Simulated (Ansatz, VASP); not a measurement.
MgO in VASP and in Ansatz

```
CELL_PARAMETERS angstrom
2.97993 0.00000 0.00000
0.00000 2.97993 0.00000
0.00000 0.00000 27.64278
ATOMIC_POSITIONS crystal
Mg 0.50000 0.50000 0.27132
Mg 0.00000 0.00000 0.34755
Mg 0.50000 0.50000 0.42377
Mg 0.00000 0.00000 0.50000
Mg 0.50000 0.50000 0.57623
Mg 0.00000 0.00000 0.65245
Mg 0.50000 0.50000 0.72868
O 0.00000 0.00000 0.27132
O 0.50000 0.50000 0.34755
O 0.00000 0.00000 0.42377
O 0.50000 0.50000 0.50000
O 0.00000 0.00000 0.57623
O 0.50000 0.50000 0.65245
O 0.00000 0.00000 0.72868
```

Alike in both runs: task single point; functional PBEsol; k mesh 9 × 9 × 1; occupations gaussian, width 0.05 eV; no spin polarisation.

|  | VASP | Ansatz |
| --- | --- | --- |
| version | VASP 6.6.1 | Ansatz 0.2.0 |
| potentials or method | VASP PAW PBE potentials, release 64 (Mg, O), cutoff 520 eV | scalar-relativistic, plane waves, PAW |
| valence electrons in the cell | 56 | 112 |

Ansatz gave:

| Property | Result |
| --- | --- |
| gap on the k mesh at the Fermi level (eV) | 3.42 |
| least direct gap on the mesh (eV) | 3.42 |
| rms of the force components (eV/Å) | 0.132 |

Q: Which values does VASP return?

A: gap on the k mesh at the Fermi level (eV): 3.40; least direct gap on the mesh (eV): 3.40; rms of the force components (eV/Å): 0.138.

VASP's potentials were made for PBE, not for PBEsol. VASP's potentials hold 56 valence electrons a cell and Ansatz's 112, so a difference there can come from the potentials and not from the codes. Ansatz's warnings: xc potential rough in thin density.
